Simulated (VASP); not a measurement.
A run of VASP 6.6.1:

Contents of INCAR:

```
ALGO = Normal ; EDIFF = 1E-7
ENCUT = 520 ; GGA = PS
ISIF = 2 ; ISMEAR = -1
LASPH = True ; LCHARG = False
LREAL = False ; LWAVE = False
NBANDS = 16 ; NELM = 100
PREC = Accurate ; SIGMA = 0.05
```

KPOINTS

```
k-points
0
Gamma
  8 8 8
```

Contents of POSCAR:

```
ZnSe
1.0
    0.0000000000      2.8168669607      2.8168669607
    2.8168669607      0.0000000000      2.8168669607
    2.8168669607      2.8168669607      0.0000000000
Se Zn
1 1
Direct
    0.7500000000      0.7500000000      0.7500000000
    0.0000000000      0.0000000000      0.0000000000
```

Potentials or basis: VASP PAW PBE potentials, release 64 (Se, Zn).

Run with:

```console
$ cat potpaw_PBE.64/Se/POTCAR potpaw_PBE.64/Zn/POTCAR > POTCAR
$ mpirun -np 1 vasp_std > vasp.out
```

Hardware: 1 thread of Intel Xeon 6975P-C, with other jobs on the host.

Problem. Estimate the wall time of this run.

Solution. It took 19 s on 1 thread of Intel Xeon 6975P-C, on a shared host, peak memory 0.18 GiB. Counts: scf iterations 13, k points 29.
